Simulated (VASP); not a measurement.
Write the native input for VASP 6.6.1 that does the following.

| Quantity | Value |
| --- | --- |
| Task | single point |
| Functional | PBEsol |
| Potentials or basis | VASP PAW PBE potentials, release 64 (Mg, Se) |
| Cutoff | 600 eV |
| k mesh | 8 × 8 × 8 |
| Occupations | fermi-dirac, width 0.05 eV |
| Spin | no spin polarisation |
| Dipole correction | no |
| Further INCAR settings | ALGO = Normal; EDIFF = 1e-06; NBANDS = 11 |

The structure of MgSe lies in POSCAR:

```
MgSe
1.0
    0.0000000000      2.7248740000      2.7248740000
    2.7248740000      0.0000000000      2.7248740000
    2.7248740000      2.7248740000      0.0000000000
Mg Se
1 1
Direct
    0.0000000000      0.0000000000      0.0000000000
    0.5000000000      0.5000000000      0.5000000000
```

The input as run:

INCAR

```
ALGO = Normal ; EDIFF = 1E-6
ENCUT = 600 ; GGA = PS
GGA_COMPAT = False ; ISIF = 2
ISMEAR = -1 ; LASPH = True
LCHARG = False ; LREAL = False
LWAVE = False ; NBANDS = 11
NELM = 120 ; PREC = Accurate
SIGMA = 0.05
```

KPOINTS

```
k-points
0
Gamma
  8 8 8
```

Potentials or basis: VASP PAW PBE potentials, release 64 (Mg, Se).

Run with:

```console
$ cat potpaw_PBE.64/Mg/POTCAR potpaw_PBE.64/Se/POTCAR > POTCAR
$ mpirun -np 1 vasp_std > vasp.out
```

Results of the run:

```yaml
Pressure: -0.1 GPa
Band_gap_on_the_k_mesh: 1.76 eV (least direct gap 2.50 eV)
```

Caveat: the PAW data sets were made with another functional, which shifts forces and pressure a little.

Run time: 25 s on 1 thread of Intel Xeon 8259CL, on a shared host, peak memory 0.18 GiB.
